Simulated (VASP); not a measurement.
# Al (Fm-3m) in VASP: a series of runs

Runs on Al. Level: PBE. Tasks: single point.

All numbers are computed with VASP 6.6.1; they aren't measurements. Logs are shortened: lines on timing, memory, paths and dates and some standing lists are left out, and cuts for length are marked.

### 1 The cell of the first run

The structure is cubic, space group Fm-3m (No. 225). Conventional cell: a = 4.040 Å, b = 4.040 Å, c = 4.040 Å, α = 90.00°, β = 90.00°, γ = 90.00°. Within 3.8 Å of Al (site symmetry m-3m) lie 12 Al at 2.86 Å.

### 2 Single point, PBE

Input file INCAR:

```
PREC     = Accurate       # precision mode
ENCUT    = 520            # plane-wave cutoff, eV
EDIFF    = 1E-7           # SCF threshold, eV
ISMEAR   = -1             # smearing method
SIGMA    = 0.1            # smearing width, eV
LREAL    = False          # projectors in reciprocal space
LASPH    = True           # aspherical terms in the spheres
NELM     = 60             # most SCF steps
ALGO     = Normal         # electronic algorithm
ISIF     = 2              # what is computed and relaxed
LWAVE    = False          # write WAVECAR
LCHARG   = False          # write CHGCAR
GGA      = PE             # functional
NBANDS   = 8              # bands
```

Input file KPOINTS:

```
regular mesh
0
Gamma
  22 22 22
```

Input file POSCAR:

```
Al
1.0
    0.0000000000      2.0199631022      2.0199631022
    2.0199631022      0.0000000000      2.0199631022
    2.0199631022      2.0199631022      0.0000000000
Al
1
Direct
    0.0000000000      0.0000000000      0.0000000000
```

Potentials or basis: VASP PAW PBE potentials, release 64 (Al).

The run is started by

```sh
> cat potpaw_PBE.64/Al/POTCAR > POTCAR
> mpirun -np 1 vasp_std > vasp.out
```

OUTCAR:

```text
PREC = Accurate
   ENCUT = 520
   EDIFF = 1E-7
   ISMEAR = -1
   LREAL = False
   LASPH = True
   NELM = 60
   ISIF = 2
   GGA = PE

 ion  position               nearest neighbor table
   1  0.000  0.000  0.000-

  LATTYP: Found a face centered cubic cell.
 ALAT       =     4.0399262044

  Lattice vectors:

 A1 = (   0.0000000000,   2.0199631022,   2.0199631022)
 A2 = (   2.0199631022,   0.0000000000,   2.0199631022)
 A3 = (   2.0199631022,   2.0199631022,   0.0000000000)

Analysis of symmetry for initial positions (statically):
=====================================================================
 Subroutine PRICEL returns:
 Original cell was already a primitive cell.

 Routine SETGRP: Setting up the symmetry group for a
 face centered cubic supercell.

 Subroutine GETGRP returns: Found 48 space group operations
 (whereof 48 operations were pure point group operations)
 out of a pool of 48 trial point group operations.

The static configuration has the point symmetry O_h .

Analysis of symmetry for dynamics (positions and initial velocities):
=====================================================================
 Subroutine PRICEL returns:
 Original cell was already a primitive cell.

 Routine SETGRP: Setting up the symmetry group for a
 face centered cubic supercell.

 Subroutine GETGRP returns: Found 48 space group operations
 (whereof 48 operations were pure point group operations)
 out of a pool of 48 trial point group operations.

The dynamic configuration has the point symmetry O_h .

 Subroutine INISYM returns: Found 48 space group operations
 (whereof 48 operations are pure point group operations),
 and found     1 'primitive' translations

----------------------------------------------------------------------------------------

                                     Primitive cell

  volume of cell :      16.4839

  direct lattice vectors                    reciprocal lattice vectors
     0.000000000  2.019963102  2.019963102    -0.247529274  0.247529274  0.247529274
     2.019963102  0.000000000  2.019963102     0.247529274 -0.247529274  0.247529274
     2.019963102  2.019963102  0.000000000     0.247529274  0.247529274 -0.247529274

  length of vectors
     2.856659215  2.856659215  2.856659215     0.428733279  0.428733279  0.428733279

  position of ions in fractional coordinates (direct lattice)
     0.000000000  0.000000000  0.000000000

  ion indices of the primitive-cell ions
   primitive index   ion index
                 1           1

----------------------------------------------------------------------------------------

 KPOINTS: regular mesh

Automatic generation of k-mesh.
 Grid dimensions read from file:
 generate k-points for:   22   22   22

 Generating k-lattice:

  Cartesian coordinates                     Fractional coordinates (reciprocal lattice)
    -0.011251331  0.011251331  0.011251331     0.045454545  0.000000000  0.000000000
     0.011251331 -0.011251331  0.011251331     0.000000000  0.045454545  0.000000000
     0.011251331  0.011251331 -0.011251331     0.000000000  0.000000000  0.045454545

  Length of vectors
     0.019487876  0.019487876  0.019487876

  Shift w.r.t. Gamma in fractional coordinates (k-lattice)
     0.000000000  0.000000000  0.000000000

 Subroutine IBZKPT returns following result:
 ===========================================

 Found    328 irreducible k-points:

 Following reciprocal coordinates:
            Coordinates               Weight
  0.000000  0.000000  0.000000      1.000000
  0.045455  0.000000  0.000000      8.000000
  0.090909  0.000000  0.000000      8.000000
  0.136364  0.000000  0.000000      8.000000
  0.181818  0.000000  0.000000      8.000000
  0.227273  0.000000  0.000000      8.000000
[... 16 lines left out ...]
  0.500000  0.045455  0.000000     24.000000
 -0.454545  0.045455  0.000000     24.000000
 [... further k-points ...]
   k-points           NKPTS =    328   k-points in BZ     NKDIM =    328   number of bands    NBANDS=      8
   number of dos      NEDOS =    301   number of ions     NIONS =      1
   total plane-waves  NPLWV =  13824
   dimension x,y,z NGX =    24 NGY =   24 NGZ =   24
   dimension x,y,z NGXF=    48 NGYF=   48 NGZF=   48
   ions per type =               1
   NGX,Y,Z   is equivalent  to a cutoff of  13.97, 13.97, 13.97 a.u.
   NGXF,Y,Z  is equivalent  to a cutoff of  27.93, 27.93, 27.93 a.u.
 SYSTEM =  unknown system
   PREC   = accura    normal or accurate (medium, high low for compatibility)
   ISTART =      0    job   : 0-new  1-cont  2-samecut
   ICHARG =      2    charge: 1-file 2-atom 10-const
   ISPIN  =      1    spin polarized calculation?
   LNONCOLLINEAR =      F non collinear calculations
   LSORBIT =      F    spin-orbit coupling
   LASPH  =      T    aspherical Exc in radial PAW
   ENCUT  =  520.0 eV  38.22 Ry    6.18 a.u.   5.31  5.31  5.31*2*pi/ulx,y,z
   NELM   =     60;   NELMIN=  2; NELMDL= -5     # of ELM steps
   EDIFF  = 0.1E-06   stopping-criterion for ELM
   LREAL  =      F    real-space projection
   EDIFFG = 0.1E-05   stopping-criterion for IOM
   NSW    =      0    number of steps for IOM
   IBRION =     -1    ionic relax: 0-MD 1-quasi-New 2-CG
   NFREE  =      0    steps in history (QN), initial steepest desc. (CG)
   ISIF   =      2    stress and relaxation
   ISYM   =      2    0-nonsym 1-usesym 2-fastsym
   POTIM  = 0.5000    time-step for ionic-motion
   TEBEG  =    0.0;   TEEND  =   0.0 temperature during run
   PSTRESS=    0.0 pullay stress
   NELECT =       3.0000    total number of electrons
   NUPDOWN=      -1.0000    fix difference up-down
   EMIN   =  10.00;   EMAX   =-10.00  energy-range for DOS
   EFERMI =   0.00;   METHOD = LEGACY
   ISMEAR =    -1;   SIGMA  =   0.10  broadening in eV -4-tet -1-fermi 0-gaus
   EFERMI_NEDOS =   21; number of points for ismear=-14 and -15
   IALGO  =     38    algorithm
   IMIX   =      4    mixing-type and parameters
     AMIX     =   0.40;   BMIX     =  1.00
     AMIX_MAG =   1.60;   BMIX_MAG =  1.00
  volume/ion in A,a.u.               =      16.48       111.24
  Fermi-wavevector in a.u.,A,eV,Ry     =   0.927745  1.753183 11.710674  0.860710
  Thomas-Fermi vector in A             =   2.053847
   LORBIT       =      0    0 simple, 1 ext, 2 COOP (PROOUT), +10 PAW based schemes
   GGA     = PE    functional components
   LHFCALC =     F    Hartree Fock is set to
   AEXX    =    0.0000 exact exchange contribution
   IVDW    =     0    specifies the selected vdW correction
   LEPSILON=     F    determine dielectric tensor
   LRPA    =     F    only Hartree local field effects (RPA)
 non-spin polarized calculation
  energy-cutoff  :      520.00
  volume of cell :       16.48
 maximum number of plane-waves:       459
 NGX is ok and might be reduce to    24
   NGX = 11   NGY = 11   NGZ = 11

 number of electron       3.0000000 magnetization

 Free energy of the ion-electron system (eV)
  ---------------------------------------------------
  ext. energy  EPLUGINS =         0.00000000
  ---------------------------------------------------
  free energy    TOTEN  =        -3.75362037 eV

  energy without entropy =       -3.74111856  energy(sigma->0) =       -3.74736946

 E-fermi :   7.9954     XC(G=0): -10.2001

 val. band max:        7.9625812190   @ k =   0.5000   0.2727   0.0455
 cond. band min:       8.0119512069   @ k =  -0.4545   0.3636   0.0000
 fundamental gap:      0.0493699879
 Fermi energy:         7.9954130664

 k-point     1 :       0.0000    0.0000    0.0000
  band No.  band energies     occupation
      1      -3.1308      2.00000
      2      20.6350      0.00000
      3      20.6350      0.00000
      4      20.6350      0.00000
      5      22.1343      0.00000
      6      22.1343      0.00000
      7      22.1343      0.00000
      8      24.4832      0.00000

 k-point     2 :       0.0455    0.0000    0.0000
  band No.  band energies     occupation
      1      -3.0746      2.00000
      2      19.4986      0.00000
      3      20.4109      0.00000
      4      20.4109      0.00000
      5      22.4464      0.00000
      6      22.4464      0.00000
      7      22.6295      0.00000
      8      25.0842      0.00000

 k-point     3 :       0.0909    0.0000    0.0000
  band No.  band energies     occupation
      1      -2.9061      2.00000
      2      17.7138      0.00000
      3      19.9967      0.00000
      4      19.9967      0.00000
      5      22.7951      0.00000
      6      23.1137      0.00000
      7      23.1137      0.00000
      8      26.3219      0.00000

 k-point     4 :       0.1364    0.0000    0.0000
  band No.  band energies     occupation
      1      -2.6257      2.00000
      2      15.8707      0.00000
      3      19.5973      0.00000
      4      19.5973      0.00000
      5      22.7052      0.00000
      6      23.8474      0.00000
      7      23.8474      0.00000
      8      25.4994      0.00000

 k-point     5 :       0.1818    0.0000    0.0000
  band No.  band energies     occupation
      1      -2.2341      2.00000
      2      14.0569      0.00000
      3      19.2654      0.00000
      4      19.2654      0.00000
      5      22.5569      0.00000
      6      23.9327      0.00000
      7      23.9327      0.00000
      8      25.4352      0.00000
[... 177 lines left out ...]
 k-point    22 :       0.4545    0.0455    0.0000
  band No.  band energies     occupation
      1       2.0764      2.00000
      2       5.2369      2.00000
      3      18.1592      0.00000
      4      18.7014      0.00000
      5      19.4368      0.00000
      6      20.9993      0.00000
      7      23.4023      0.00000
      8      24.2919      0.00000

 k-point    23 :       0.5000    0.0455    0.0000
  band No.  band energies     occupation
      1       3.1652      2.00000
      2       3.9837      2.00000
      3      18.2616      0.00000
      4      18.4350      0.00000
      5      19.7214      0.00000
      6      20.5680      0.00000
      7      23.7208      0.00000
      8      23.8126      0.00000

 k-point    24 :      -0.4545    0.0455    0.0000
  band No.  band energies     occupation
      1       2.7948      2.00000
      2       4.3870      2.00000
      3      17.9176      0.00000
      4      18.8057      0.00000
      5      20.1013      0.00000
      6      20.2304      0.00000
      7      23.4117      0.00000
      8      24.1475      0.00000

 [... further k-points ...]
[... 5 lines left out ...]
  --------------------------------------------------------------------------------------
  -------------------------------------------------------------------------------------
  Total        0.0046111      0.0046111      0.0046111      0.0000000      0.0000000      0.0000000
  in kB        0.4481837      0.4481837      0.4481837      0.0000000      0.0000000      0.0000000
  external PRESSURE =       0.4481837 kB  Pullay stress =       0.0000000 kB

 VOLUME and BASIS-vectors are now :
 -----------------------------------------------------------------------------
  energy-cutoff  :      520.00
  volume of cell :       16.48
      direct lattice vectors                 reciprocal lattice vectors
     0.000000000  2.019963102  2.019963102    -0.247529274  0.247529274  0.247529274
     2.019963102  0.000000000  2.019963102     0.247529274 -0.247529274  0.247529274
     2.019963102  2.019963102  0.000000000     0.247529274  0.247529274 -0.247529274

 POSITION                                       TOTAL-FORCE (eV/Angst)
 -----------------------------------------------------------------------------------
      0.00000      0.00000      0.00000         0.000000      0.000000     -0.000000
 -----------------------------------------------------------------------------------
    total drift:                                0.000000     -0.000000     -0.000000

  FREE ENERGIE OF THE ION-ELECTRON SYSTEM (eV)
  ---------------------------------------------------
  free  energy   TOTEN  =        -3.7536203681 eV

  energy  without entropy=       -3.7411185568  energy(sigma->0) =       -3.74736946
```

Run time: 75 s. Hardware: 1 thread of AMD EPYC 7R13, shared host; peak memory 0.13 GiB.

Results:

```
Free energy : -3.7536 eV
Pressure    : 0.0 GPa
```

### 3 Single point, PBE (volume scaled by 1.04)

Input file INCAR:

```
ALGO = Normal
EDIFF = 1E-7
ENCUT = 520
GGA = PE
ISIF = 2
ISMEAR = -1
LASPH = T
LCHARG = T
LELF = T
LREAL = F
LVHAR = T
LWAVE = F
NBANDS = 8
NELM = 80
PREC = Accurate
SIGMA = 0.1
```

Input file KPOINTS:

```
k-points
0
Gamma
  22 22 22
```

Input file POSCAR:

```
Al
1.0
    0.0000000000      2.0465446124      2.0465446124
    2.0465446124      0.0000000000      2.0465446124
    2.0465446124      2.0465446124      0.0000000000
Al
1
Direct
    0.0000000000      0.0000000000      0.0000000000
```

Potentials or basis: VASP PAW PBE potentials, release 64 (Al).

The run is started by

```sh
> cat potpaw_PBE.64/Al/POTCAR > POTCAR
> mpirun -np 1 vasp_std > vasp.out
```

It took 74 s on 1 thread of AMD EPYC 7R13, shared host; peak memory 0.13 GiB.

The run converged. Its results:

```
Free energy : -3.7479 eV
Pressure    : -2.8 GPa
```

Levels at points of the mesh, in eV from the Fermi level:
```
           k point  band 1  band 2  band 3  band 4
(0.00, 0.00, 0.00)  -10.86   12.43   12.43   12.43
(0.50, 0.00, 0.00)   -4.42   -4.31   11.03   11.03
(0.50, 0.50, 0.00)   -2.81   -1.58    5.27    5.44
```
